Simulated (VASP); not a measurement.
# MoSe2 (P6_3/mmc) in VASP: single point with PBE+D3(BJ)

Aim: the single point of MoSe2 with PBE+D3(BJ).

Program: VASP 6.6.1. These are calculated values, not measurements. Logs are shortened: lines on timing, memory, paths and dates and some standing lists are left out, and cuts for length are marked.

## 1. The cell of the first run

It takes space group P6_3/mmc (No. 194, hexagonal). The conventional cell has a = 3.277 Å, b = 3.277 Å, c = 12.734 Å, α = 90.00°, β = 90.00°, γ = 120.00°. Mo (site symmetry -6m2) has 6 Se at 2.53 Å and 6 Mo at 3.28 Å within 3.3 Å. Within 3.4 Å of Se (site symmetry 3m) lie 3 Mo at 2.53 Å and 7 Se at 3.28 to 3.35 Å.

## 2. Single point, PBE+D3(BJ)

Contents of POSCAR:

```
MoSe2
1.0
    3.2769031934      0.0000000000      0.0000000000
   -1.6384515967      2.8378814112      0.0000000000
    0.0000000000      0.0000000000     12.7341133400
Mo Se
2 4
Direct
    0.3333333333      0.6666666667      0.2500000000
    0.6666666667      0.3333333333      0.7500000000
    0.3333333333      0.6666666667      0.6185407763
    0.6666666667      0.3333333333      0.1185407763
    0.3333333333      0.6666666667      0.8814592237
    0.6666666667      0.3333333333      0.3814592237
```

Contents of INCAR.step1:

```
PREC = Accurate
ENCUT = 400
EDIFF = 1E-6
ISMEAR = 0
SIGMA = 0.05
LREAL = False
LASPH = True
NELM = 120
ALGO = Normal
ISIF = 2
LWAVE = False
LCHARG = True
LMAXMIX = 4
GGA = PE
IVDW = 12
NBANDS = 35
GGA_COMPAT = False
NEDOS = 2001
LORBIT = 11
```

Contents of KPOINTS.step1:

```
regular mesh
0
Gamma
  10 10 4
```

Contents of INCAR.step2:

```
PREC = Accurate
ENCUT = 400
EDIFF = 1E-6
ISMEAR = -5
SIGMA = 0.05
LREAL = False
LASPH = True
NELM = 120
ALGO = Normal
ISIF = 2
LWAVE = False
LCHARG = False
LMAXMIX = 4
GGA = PE
IVDW = 12
LORBIT = 10
NBANDS = 35
NEDOS = 1001
ICHARG = 11
GGA_COMPAT = False
```

Contents of KPOINTS.step2:

```
regular mesh
0
Gamma
  15 15 6
```

Potentials or basis: VASP PAW PBE potentials, release 64 (Mo_sv, Se).

On the command line:

```console
$ cat potpaw_PBE.64/Mo_sv/POTCAR potpaw_PBE.64/Se/POTCAR > POTCAR
$ cp INCAR.step1 INCAR
$ cp KPOINTS.step1 KPOINTS
$ mpirun -np 1 vasp_std > vasp.out
$ cp INCAR.step2 INCAR
$ cp KPOINTS.step2 KPOINTS
$ mpirun -np 1 vasp_std > vasp.out
```

OUTCAR:

```text
PREC = Accurate
   ENCUT = 400
   EDIFF = 1E-6
   ISMEAR = -5
   LREAL = False
   LASPH = True
   NELM = 120
   ISIF = 2
   GGA = PE
   IVDW = 12
   LORBIT = 10
   ICHARG = 11
 IVDW          = 12

 ion  position               nearest neighbor table
   1  0.333  0.667  0.250-   4 2.53   6 2.53   4 2.53   6 2.53   4 2.53   6 2.53
   2  0.667  0.333  0.750-   3 2.53   5 2.53   3 2.53   5 2.53   3 2.53   5 2.53
   3  0.333  0.667  0.619-   2 2.53   2 2.53   2 2.53
   4  0.667  0.333  0.119-   1 2.53   1 2.53   1 2.53
   5  0.333  0.667  0.881-   2 2.53   2 2.53   2 2.53
   6  0.667  0.333  0.381-   1 2.53   1 2.53   1 2.53

  LATTYP: Found a hexagonal cell.
 ALAT       =     3.2769031934
 C/A-ratio  =     3.8860206080

  Lattice vectors:

 A1 = (   3.2769031934,   0.0000000000,   0.0000000000)
 A2 = (  -1.6384515967,   2.8378814112,   0.0000000000)
 A3 = (   0.0000000000,   0.0000000000,  12.7341133400)

Analysis of symmetry for initial positions (statically):
=====================================================================
 Subroutine PRICEL returns:
 Original cell was already a primitive cell.

 Routine SETGRP: Setting up the symmetry group for a
 hexagonal supercell.

 Subroutine GETGRP returns: Found 24 space group operations
 (whereof 12 operations were pure point group operations)
 out of a pool of 24 trial point group operations.

The static configuration has the point symmetry D_3d.
 The point group associated with its full space group is D_6h.

Analysis of symmetry for dynamics (positions and initial velocities):
=====================================================================
 Subroutine PRICEL returns:
 Original cell was already a primitive cell.

 Routine SETGRP: Setting up the symmetry group for a
 hexagonal supercell.

 Subroutine GETGRP returns: Found 24 space group operations
 (whereof 12 operations were pure point group operations)
 out of a pool of 24 trial point group operations.

The dynamic configuration has the point symmetry D_3d.
 The point group associated with its full space group is D_6h.

 Subroutine INISYM returns: Found 24 space group operations
 (whereof 12 operations are pure point group operations),
 and found     1 'primitive' translations

----------------------------------------------------------------------------------------

                                     Primitive cell

  volume of cell :     118.4204

  direct lattice vectors                    reciprocal lattice vectors
     3.276903193  0.000000000  0.000000000     0.305166171  0.176187771  0.000000000
    -1.638451597  2.837881411  0.000000000     0.000000000  0.352375542  0.000000000
     0.000000000  0.000000000 12.734113340     0.000000000  0.000000000  0.078529221

  length of vectors
     3.276903193  3.276903193 12.734113340     0.352375542  0.352375542  0.078529221

  position of ions in fractional coordinates (direct lattice)
     0.333333333  0.666666667  0.250000000
     0.666666667  0.333333333  0.750000000
     0.333333333  0.666666667  0.618540776
     0.666666667  0.333333333  0.118540776
     0.333333333  0.666666667  0.881459224
     0.666666667  0.333333333  0.381459224

  ion indices of the primitive-cell ions
   primitive index   ion index
                 1           1
                 2           2
                 3           3
                 4           4
                 5           5
                 6           6

----------------------------------------------------------------------------------------

 KPOINTS: regular mesh

Automatic generation of k-mesh.
 Grid dimensions read from file:
 generate k-points for:   15   15    6

 Generating k-lattice:

  Cartesian coordinates                     Fractional coordinates (reciprocal lattice)
     0.020344411  0.011745851  0.000000000     0.066666667 -0.000000000  0.000000000
     0.000000000  0.023491703  0.000000000     0.000000000  0.066666667  0.000000000
     0.000000000  0.000000000  0.013088203     0.000000000  0.000000000  0.166666667

  Length of vectors
     0.023491703  0.023491703  0.013088203

  Shift w.r.t. Gamma in fractional coordinates (k-lattice)
     0.000000000  0.000000000  0.000000000

 TETIRR: Found   1374 inequivalent tetrahedra from     8100

 Subroutine IBZKPT returns following result:
 ===========================================

 Found    108 irreducible k-points:

 Following reciprocal coordinates:
            Coordinates               Weight
  0.000000  0.000000  0.000000      1.000000
  0.066667 -0.000000  0.000000      6.000000
  0.133333  0.000000  0.000000      6.000000
  0.200000 -0.000000  0.000000      6.000000
  0.266667  0.000000  0.000000      6.000000
  0.333333 -0.000000  0.000000      6.000000
[... 16 lines left out ...]
  0.333333  0.200000  0.000000     12.000000
  0.400000  0.200000  0.000000      6.000000
 [... further k-points ...]
   k-points           NKPTS =    108   k-points in BZ     NKDIM =    108   number of bands    NBANDS=     35
   number of dos      NEDOS =   1001   number of ions     NIONS =      6
   total plane-waves  NPLWV =  48384
   dimension x,y,z NGX =    24 NGY =   24 NGZ =   84
   dimension x,y,z NGXF=    48 NGYF=   48 NGZF=  168
   ions per type =               2   4
   NGX,Y,Z   is equivalent  to a cutoff of  12.18, 12.18, 10.97 a.u.
   NGXF,Y,Z  is equivalent  to a cutoff of  24.35, 24.35, 21.93 a.u.
 SYSTEM =  unknown system
   PREC   = accura    normal or accurate (medium, high low for compatibility)
   ISTART =      0    job   : 0-new  1-cont  2-samecut
   ICHARG =     11    charge: 1-file 2-atom 10-const
   ISPIN  =      1    spin polarized calculation?
   LNONCOLLINEAR =      F non collinear calculations
   LSORBIT =      F    spin-orbit coupling
   LASPH  =      T    aspherical Exc in radial PAW
   ENCUT  =  400.0 eV  29.40 Ry    5.42 a.u.   5.34  5.34 20.77*2*pi/ulx,y,z
   NELM   =    120;   NELMIN=  2; NELMDL=  0     # of ELM steps
   EDIFF  = 0.1E-05   stopping-criterion for ELM
   LREAL  =      F    real-space projection
   EDIFFG = 0.1E-04   stopping-criterion for IOM
   NSW    =      0    number of steps for IOM
   IBRION =     -1    ionic relax: 0-MD 1-quasi-New 2-CG
   NFREE  =      0    steps in history (QN), initial steepest desc. (CG)
   ISIF   =      2    stress and relaxation
   ISYM   =      2    0-nonsym 1-usesym 2-fastsym
   POTIM  = 0.5000    time-step for ionic-motion
   TEBEG  =    0.0;   TEEND  =   0.0 temperature during run
   PSTRESS=    0.0 pullay stress
   NELECT =      52.0000    total number of electrons
   NUPDOWN=      -1.0000    fix difference up-down
   EMIN   =  10.00;   EMAX   =-10.00  energy-range for DOS
   EFERMI =   0.00;   METHOD = LEGACY
   ISMEAR =    -5;   SIGMA  =   0.05  broadening in eV -4-tet -1-fermi 0-gaus
   EFERMI_NEDOS =   21; number of points for ismear=-14 and -15
   IALGO  =     38    algorithm
   IMIX   =      4    mixing-type and parameters
     AMIX     =   0.40;   BMIX     =  1.00
     AMIX_MAG =   1.60;   BMIX_MAG =  1.00
  volume/ion in A,a.u.               =      19.74       133.19
  Fermi-wavevector in a.u.,A,eV,Ry     =   1.244325  2.351433 21.066502  1.548344
  Thomas-Fermi vector in A             =   2.378596
   LORBIT       =     10    0 simple, 1 ext, 2 COOP (PROOUT), +10 PAW based schemes
   GGA     = PE    functional components
   LHFCALC =     F    Hartree Fock is set to
   AEXX    =    0.0000 exact exchange contribution
   IVDW    =    12    specifies the selected vdW correction
   LEPSILON=     F    determine dielectric tensor
   LRPA    =     F    only Hartree local field effects (RPA)
 non-spin polarized calculation
 Fermi weights with tetrahedron method with Bloechl corrections
  energy-cutoff  :      400.00
  volume of cell :      118.42
 maximum number of plane-waves:      2184
 NGX is ok and might be reduce to    24

 number of electron      52.0000003 magnetization

 Free energy of the ion-electron system (eV)
  ---------------------------------------------------
  ext. energy  EPLUGINS =         0.00000000
  ---------------------------------------------------
  free energy    TOTEN  =       -39.80425796 eV

  energy without entropy =      -39.80425796  energy(sigma->0) =      -39.80425796

 E-fermi :   6.7979     XC(G=0): -10.8307

 val. band max:        6.7273930079   @ k =   0.0000   0.0000   0.0000
 cond. band min:       7.4903557201   @ k =   0.2000   0.2000   0.0000
 fundamental gap:      0.7629627121
 Fermi energy:         6.7978732224

 k-point     1 :       0.0000    0.0000    0.0000
  band No.  band energies     occupation
      1     -54.4700      2.00000
      2     -54.4700      2.00000
      3     -28.6450      2.00000
      4     -28.6445      2.00000
      5     -28.4456      2.00000
      6     -28.4456      2.00000
[... 27 lines left out ...]
     34       9.5904      0.00000
     35      12.0887      0.00000

 k-point     2 :       0.0667   -0.0000    0.0000
  band No.  band energies     occupation
      1     -54.4689      2.00000
      2     -54.4689      2.00000
      3     -28.6423      2.00000
      4     -28.6418      2.00000
      5     -28.4578      2.00000
      6     -28.4578      2.00000
[... 27 lines left out ...]
     34       9.5054      0.00000
     35      12.4717      0.00000

 k-point     3 :       0.1333    0.0000    0.0000
  band No.  band energies     occupation
      1     -54.4658      2.00000
      2     -54.4658      2.00000
      3     -28.6352      2.00000
      4     -28.6348      2.00000
      5     -28.4922      2.00000
      6     -28.4921      2.00000
[... 27 lines left out ...]
     34       9.6701      0.00000
     35      13.2143      0.00000

 k-point     4 :       0.2000   -0.0000    0.0000
  band No.  band energies     occupation
      1     -54.4612      2.00000
      2     -54.4612      2.00000
      3     -28.6245      2.00000
      4     -28.6243      2.00000
      5     -28.5421      2.00000
      6     -28.5420      2.00000
[... 27 lines left out ...]
     34       9.9924      0.00000
     35      13.6956      0.00000

 k-point     5 :       0.2667    0.0000    0.0000
  band No.  band energies     occupation
      1     -54.4559      2.00000
      2     -54.4559      2.00000
      3     -28.6123      2.00000
      4     -28.6122      2.00000
      5     -28.5992      2.00000
      6     -28.5990      2.00000
[... 638 lines left out ...]
 k-point    22 :       0.2667    0.2000    0.0000
  band No.  band energies     occupation
      1     -54.4458      2.00000
      2     -54.4458      2.00000
      3     -28.6671      2.00000
      4     -28.6671      2.00000
      5     -28.5892      2.00000
      6     -28.5892      2.00000
[... 27 lines left out ...]
     34      11.0732      0.00000
     35      12.9009      0.00000

 k-point    23 :       0.3333    0.2000    0.0000
  band No.  band energies     occupation
      1     -54.4433      2.00000
      2     -54.4433      2.00000
      3     -28.6834      2.00000
      4     -28.6833      2.00000
      5     -28.5835      2.00000
      6     -28.5834      2.00000
[... 27 lines left out ...]
     34      11.0641      0.00000
     35      12.3834      0.00000

 k-point    24 :       0.4000    0.2000    0.0000
  band No.  band energies     occupation
      1     -54.4424      2.00000
      2     -54.4424      2.00000
      3     -28.6889      2.00000
      4     -28.6888      2.00000
      5     -28.5816      2.00000
      6     -28.5814      2.00000
[... 27 lines left out ...]
     34      11.0335      0.00000
     35      12.3371      0.00000

 [... further k-points ...]

------------------------ aborting loop because EDIFF is reached ----------------------------------------

 Edisp (eV)   -2.87478

 E8    (eV) :    -1.2402

  FORCE on cell =-STRESS in cart. coord.  units (eV):
  Direction    XX          YY          ZZ          XY          YZ          ZX
  --------------------------------------------------------------------------------------
  -------------------------------------------------------------------------------------
  Total      -0.02909    -0.02909     0.03945     0.00000     0.00000    -0.00000
  in kB      -0.39359    -0.39359     0.53374     0.00000     0.00000    -0.00000
  external pressure =       -0.08 kB  Pullay stress =        0.00 kB

 VOLUME and BASIS-vectors are now :
 -----------------------------------------------------------------------------
  energy-cutoff  :      400.00
  volume of cell :      118.42
      direct lattice vectors                 reciprocal lattice vectors
     3.276903193  0.000000000  0.000000000     0.305166171  0.176187771  0.000000000
    -1.638451597  2.837881411  0.000000000     0.000000000  0.352375542  0.000000000
     0.000000000  0.000000000 12.734113340     0.000000000  0.000000000  0.078529221

 POSITION                                       TOTAL-FORCE (eV/Angst)
 -----------------------------------------------------------------------------------
     -0.00000      1.89192      3.18353         0.000000      0.000000     -0.000000
      1.63845      0.94596      9.55059        -0.000000     -0.000000     -0.000000
     -0.00000      1.89192      7.87657         0.000000     -0.000000     -0.041144
      1.63845      0.94596      1.50951        -0.000000      0.000000     -0.041144
     -0.00000      1.89192     11.22460         0.000000     -0.000000      0.041144
      1.63845      0.94596      4.85754        -0.000000      0.000000      0.041144
 -----------------------------------------------------------------------------------
    total drift:                               -0.000000      0.000000     -0.000000

  FREE ENERGIE OF THE ION-ELECTRON SYSTEM (eV)
  ---------------------------------------------------
  free  energy   TOTEN  =       -42.6790421401 eV

  energy  without entropy=      -42.6790421401  energy(sigma->0) =      -42.67904214

 total charge

# of ion       s       p       d       tot
------------------------------------------
    1        2.275   6.188   3.958  12.421
    2        2.275   6.188   3.958  12.421
    3        1.481   2.331   0.066   3.877
    4        1.481   2.331   0.066   3.877
    5        1.481   2.331   0.066   3.877
    6        1.481   2.331   0.066   3.877
--------------------------------------------------
tot         10.473  21.699   8.178  40.350
```

It took 7.2 min on 1 thread of Intel Xeon 8259CL, shared host; peak memory 0.39 GiB.

Results:

```yaml
Valence_electrons_inside_the_program's_atomic_spheres: Mo 12.42; Se 3.88
Dispersion_energy_per_atom: -0.479 eV
```
